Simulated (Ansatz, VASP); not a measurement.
## Si: VASP beside Ansatz

Contents of INCAR:

```
PREC = Accurate ; ENCUT = 500
EDIFF = 1E-7 ; ISMEAR = 0
SIGMA = 0.01 ; LREAL = False
LASPH = True ; NELM = 120
ALGO = Normal ; ISIF = 3
LWAVE = False ; LCHARG = False
GGA = RE ; IVDW = 12
IBRION = 2 ; NSW = 100
EDIFFG = -0.005 ; GGA_COMPAT = False
NELMIN = 4
```

Contents of KPOINTS:

```
regular mesh
0
Gamma
  6 6 6
```

POSCAR

```
Si
1.0
    0.0000000000      2.7135600000      2.7135600000
    2.7135600000      0.0000000000      2.7135600000
    2.7135600000      2.7135600000      0.0000000000
Si
2
Direct
    0.2500000000      0.2500000000      0.2500000000
    1.0000000000      1.0000000000      1.0000000000
```

Input for Ansatz:

```yaml
crystal:
  lattice:
    bravais: fcc
    a: 5.42712
  space_group: 227
  setting:
    origin_choice: 1
  atoms:
    - { symbol: Si, position: [0.25, 0.25, 0.25] }
  reduce_to_primitive: true
basis:
  ecutwfc: 550.0
kpoints:
  mp_grid:
    grid: [6, 6, 6]
hamiltonian:
  xc: revpbe
  dispersion: d3bj
scf:
  occupations:
    method: fixed
relax:
  f_tol: 0.005
  max_steps: 100
  cell: {}
```

Alike in both runs: task relaxation of cell and atoms; functional revPBE; dispersion D3(BJ); k mesh 6 × 6 × 6; no spin polarisation.

|  | VASP | Ansatz |
| --- | --- | --- |
| version | VASP 6.6.1 | Ansatz 0.2.0 |
| potentials or method | VASP PAW PBE potentials, release 64 (Si), cutoff 500 eV | plane waves, PAW |
| occupations | gaussian, width 0.01 eV | fixed |
| valence electrons in the cell | 8 | 8 |

Ansatz gave:

| Quantity | Value |
| --- | --- |
| relaxed volume (Å³/atom) | 19.64 |
| relaxed cell length with the largest relative difference (Å) | 3.815 |

Q: What did VASP give for the same quantities?

A: Relaxed volume (Å³/atom): 19.59; relaxed cell length with the largest relative difference (Å): 3.813.

VASP's potentials were made for PBE, not for revPBE.
